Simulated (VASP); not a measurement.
# Zr3S (Pm-3m) in VASP: relaxation of cell and atoms with PBE

Aim: the relaxation of cell and atoms of Zr3S with PBE.

Program: VASP 6.6.1. These are calculated values, not measurements. Logs are shortened: lines on timing, memory, paths and dates and some standing lists are left out, and cuts for length are marked.

## (1) The cell of the first run

Symmetry: Pm-3m, No. 221, cubic system. Conventional cell: a = 4.250 Å, b = 4.250 Å, c = 4.250 Å, α = 90.00°, β = 90.00°, γ = 90.00°. Zr (site symmetry 4/mmm) has 8 Zr at 3.01 Å and 4 S at 3.01 Å within 4.0 Å. Within 4.0 Å of S (site symmetry m-3m) lie 12 Zr at 3.01 Å.

## (2) Relaxation of cell and atoms, PBE

INCAR reads:

```
ALGO = Normal ; EDIFF = 1E-6
EDIFFG = -0.01 ; ENCUT = 600
GGA = PE ; IBRION = 2
ISIF = 3 ; ISMEAR = 0
LASPH = True ; LCHARG = False
LREAL = False ; LWAVE = False
NELM = 60 ; NSW = 100
PREC = Accurate ; SIGMA = 0.1
```

KPOINTS reads:

```
k-points
0
Gamma
  12 12 12
```

POSCAR reads:

```
Zr3S
1.0
    4.2501367452      0.0000000000      0.0000000000
    0.0000000000      4.2501367452      0.0000000000
    0.0000000000      0.0000000000      4.2501367452
Zr S
3 1
Direct
    0.0000000000      0.5000000000      0.5000000000
    0.5000000000      0.0000000000      0.5000000000
    0.5000000000      0.5000000000      0.0000000000
    0.0000000000      0.0000000000      0.0000000000
```

Potentials or basis: VASP PAW PBE potentials, release 64 (Zr_sv, S).

Run with:

```console
$ cat potpaw_PBE.64/Zr_sv/POTCAR potpaw_PBE.64/S/POTCAR > POTCAR
$ mpirun -np 1 vasp_std > vasp.out
```

OUTCAR:

```text
EDIFF = 1E-6
   EDIFFG = -0.01
   ENCUT = 600
   GGA = PE
   IBRION = 2
   ISIF = 3
   ISMEAR = 0
   LASPH = True
   LREAL = False
   NELM = 60
   NSW = 100
   PREC = Accurate

 ion  position               nearest neighbor table
   1  0.000  0.500  0.500-   2 3.01   3 3.01   4 3.01   3 3.01   4 3.01   2 3.01   4 3.01   4 3.01
                             2 3.01   3 3.01   3 3.01   2 3.01
   2  0.500  0.000  0.500-   1 3.01   3 3.01   4 3.01   3 3.01   4 3.01   1 3.01   3 3.01   3 3.01
                             1 3.01   4 3.01   4 3.01   1 3.01
   3  0.500  0.500  0.000-   1 3.01   2 3.01   4 3.01   1 3.01   2 3.01   2 3.01   4 3.01   2 3.01
                             1 3.01   4 3.01   1 3.01   4 3.01
   4  0.000  0.000  0.000-   1 3.01   2 3.01   3 3.01   1 3.01   2 3.01   1 3.01   3 3.01   1 3.01
                             2 3.01   3 3.01   2 3.01   3 3.01

  LATTYP: Found a simple cubic cell.
 ALAT       =     4.2501367452

  Lattice vectors:

 A1 = (   4.2501367452,   0.0000000000,   0.0000000000)
 A2 = (   0.0000000000,   4.2501367452,   0.0000000000)
 A3 = (   0.0000000000,   0.0000000000,   4.2501367452)

Analysis of symmetry for initial positions (statically):
=====================================================================
 Subroutine PRICEL returns:
 Original cell was already a primitive cell.

 Routine SETGRP: Setting up the symmetry group for a
 simple cubic supercell.

 Subroutine GETGRP returns: Found 48 space group operations
 (whereof 48 operations were pure point group operations)
 out of a pool of 48 trial point group operations.

The static configuration has the point symmetry O_h .

Analysis of symmetry for dynamics (positions and initial velocities):
=====================================================================
 Subroutine PRICEL returns:
 Original cell was already a primitive cell.

 Routine SETGRP: Setting up the symmetry group for a
 simple cubic supercell.

 Subroutine GETGRP returns: Found 48 space group operations
 (whereof 48 operations were pure point group operations)
 out of a pool of 48 trial point group operations.

The dynamic configuration has the point symmetry O_h .

 Subroutine INISYM returns: Found 48 space group operations
 (whereof 48 operations are pure point group operations),
 and found     1 'primitive' translations

[... 105 lines left out ...]
   ISYM   =      2    0-nonsym 1-usesym 2-fastsym
   POTIM  = 0.5000    time-step for ionic-motion
   TEBEG  =    0.0;   TEEND  =   0.0 temperature during run
   PSTRESS=    0.0 pullay stress
   NELECT =      42.0000    total number of electrons
   NUPDOWN=      -1.0000    fix difference up-down
   EMIN   =  10.00;   EMAX   =-10.00  energy-range for DOS
   EFERMI =   0.00;   METHOD = LEGACY
   ISMEAR =     0;   SIGMA  =   0.10  broadening in eV -4-tet -1-fermi 0-gaus
   EFERMI_NEDOS =   21; number of points for ismear=-14 and -15
   IALGO  =     38    algorithm
   IMIX   =      4    mixing-type and parameters
     AMIX     =   0.40;   BMIX     =  1.00
     AMIX_MAG =   1.60;   BMIX_MAG =  1.00
  volume/ion in A,a.u.               =      19.19       129.52
  Fermi-wavevector in a.u.,A,eV,Ry     =   1.338921  2.530194 24.391301  1.792710
  Thomas-Fermi vector in A             =   2.467354
   LORBIT       =      0    0 simple, 1 ext, 2 COOP (PROOUT), +10 PAW based schemes
   GGA     = PE    functional components
   LHFCALC =     F    Hartree Fock is set to
   AEXX    =    0.0000 exact exchange contribution
   IVDW    =     0    specifies the selected vdW correction
   LEPSILON=     F    determine dielectric tensor
   LRPA    =     F    only Hartree local field effects (RPA)
 conjugate gradient relaxation of ions
 non-spin polarized calculation
 Gauss-broadening in eV      SIGMA  =   0.10
  energy-cutoff  :      600.00
  volume of cell :       76.77
 maximum number of plane-waves:      2585
 NGX is ok and might be reduce to    36
   NGX = 17   NGY = 17   NGZ = 17

--------------------------------------- Ionic step        1  -------------------------------------------

 number of electron      41.9999999 magnetization

 Free energy of the ion-electron system (eV)
  ---------------------------------------------------
  ext. energy  EPLUGINS =         0.00000000
  ---------------------------------------------------
  free energy    TOTEN  =       -30.56769983 eV

  energy without entropy =      -30.54377994  energy(sigma->0) =      -30.55573988

------------------------ aborting loop because EDIFF is reached ----------------------------------------

  FORCE on cell =-STRESS in cart. coord.  units (eV):
  Direction    XX          YY          ZZ          XY          YZ          ZX
  --------------------------------------------------------------------------------------
  -------------------------------------------------------------------------------------
  Total        0.2678220      0.2678220      0.2678220      0.0000000      0.0000000     -0.0000000
  in kB        5.5891808      5.5891808      5.5891808      0.0000000      0.0000000     -0.0000000
  external PRESSURE =       5.5891808 kB  Pullay stress =       0.0000000 kB
[... 63 lines left out ...]
--------------------------------------- Ionic step        3  -------------------------------------------

 number of electron      41.9999999 magnetization

 Free energy of the ion-electron system (eV)
  ---------------------------------------------------
  ext. energy  EPLUGINS =         0.00000000
  ---------------------------------------------------
  free energy    TOTEN  =       -30.56850112 eV

  energy without entropy =      -30.54416925  energy(sigma->0) =      -30.55633519

 E-fermi :  10.4461     XC(G=0): -11.5243

 val. band max:       10.4409835091   @ k =   0.5000   0.3333   0.2500
 cond. band min:      10.4527850603   @ k =   0.4167   0.0833   0.0833
 fundamental gap:      0.0118015512
 Fermi energy:        10.4461062989

 k-point     1 :       0.0000    0.0000    0.0000
  band No.  band energies     occupation
      1     -38.3144      2.00000
      2     -38.0213      2.00000
      3     -38.0213      2.00000
      4     -16.8330      2.00000
      5     -16.8330      2.00000
      6     -16.8330      2.00000
[... 661 lines left out ...]
     24      11.4940      0.00000
     25      11.9953      0.00000

 [... further k-points ...]

------------------------ aborting loop because EDIFF is reached ----------------------------------------

  FORCE on cell =-STRESS in cart. coord.  units (eV):
  Direction    XX          YY          ZZ          XY          YZ          ZX
  --------------------------------------------------------------------------------------
  -------------------------------------------------------------------------------------
  Total       -0.0017006     -0.0017006     -0.0017006      0.0000000      0.0000000     -0.0000000
  in kB       -0.0352759     -0.0352759     -0.0352759      0.0000000      0.0000000     -0.0000000
  external PRESSURE =      -0.0352759 kB  Pullay stress =       0.0000000 kB
[... 19 lines left out ...]
  FREE ENERGIE OF THE ION-ELECTRON SYSTEM (eV)
  ---------------------------------------------------
  free  energy   TOTEN  =       -30.5685011226 eV

  energy  without entropy=      -30.5441692495  energy(sigma->0) =      -30.55633519

 reached required accuracy - stopping structural energy minimisation
```

OSZICAR:

```text
N       E                     dE             d eps       ncg     rms          rms(c)
DAV:   1     0.446632260902E+03    0.44663E+03   -0.24601E+04  4200   0.185E+03
DAV:   2     0.667404883257E+01   -0.43996E+03   -0.43566E+03  4841   0.492E+02
DAV:   3    -0.292526635694E+02   -0.35927E+02   -0.35220E+02  7295   0.105E+02
[... 26 lines left out ...]
DAV:   4    -0.305684156839E+02   -0.99669E-04   -0.49468E-04  5689   0.882E-02    0.511E-02
DAV:   5    -0.305684851550E+02   -0.69471E-04   -0.19359E-04  7129   0.678E-02    0.284E-02
DAV:   6    -0.305684989773E+02   -0.13822E-04   -0.13069E-05  4945   0.240E-02    0.371E-03
DAV:   7    -0.305685004981E+02   -0.15208E-05   -0.25816E-06  3997   0.937E-03    0.406E-03
DAV:   8    -0.305685011226E+02   -0.62443E-06   -0.47146E-07  2461   0.589E-03
   3 F= -.30568501E+02 E0= -.30556335E+02  d E =-.801295E-03
```

CONTCAR:

```text
Zr3S
   1.00000000000000
     4.2587016150752062    0.0000000000000000   -0.0000000000000000
     0.0000000000000000    4.2587016150752062    0.0000000000000000
     0.0000000000000000    0.0000000000000000    4.2587016150752062
  Zr              S
     3     1
Direct
     0.0000000000000000    0.5000000000000000    0.5000000000000000
     0.5000000000000000    0.0000000000000000    0.5000000000000000
     0.5000000000000000    0.5000000000000000    0.0000000000000000
     0.0000000000000000    0.0000000000000000    0.0000000000000000

  0.00000000E+00  0.00000000E+00  0.00000000E+00
  0.00000000E+00  0.00000000E+00  0.00000000E+00
  0.00000000E+00  0.00000000E+00  0.00000000E+00
  0.00000000E+00  0.00000000E+00  0.00000000E+00
```

It took 3.4 min on 1 thread of AMD EPYC 9R45 (Zen 5), shared host; peak memory 0.29 GiB.

What came out:

```
Free energy                           : -30.5685 eV
Relaxed volume                        : 19.31 Å³/atom
Relaxed cell                          : a = 4.259 Å, b = 4.259 Å, c = 4.259 Å, α = 90.00°, β = 90.00°, γ = 90.00°
Space group after relaxing (to 0.1 Å) : Pm-3m (No. 221)
Energy gained by relaxing             : 0.2 meV/atom
Ionic steps                           : 3
Pressure after relaxing               : 0.0 GPa
Band gap on the k mesh                : zero (bands 21 and 22 overlap by 2.76 eV)
```

The path:
```tsv
step	energy change (eV)	largest force (eV/Å)	pressure (GPa)	volume (Å³)
1	0.0000	0.0000	0.56	76.77
2	-0.0005	0.0000	-0.33	77.52
3	-0.0008	0.0000	0.00	77.24
```

Final structure:
```yaml
crystal:
  lattice:
    - [4.25870, 0.00000, 0.00000]
    - [0.00000, 4.25870, 0.00000]
    - [0.00000, 0.00000, 4.25870]
  atoms:
    - { symbol: Zr, position: [0.00000, 0.50000, 0.50000] }
    - { symbol: Zr, position: [0.50000, 0.00000, 0.50000] }
    - { symbol: Zr, position: [0.50000, 0.50000, 0.00000] }
    - { symbol: S, position: [0.00000, 0.00000, 0.00000] }
```
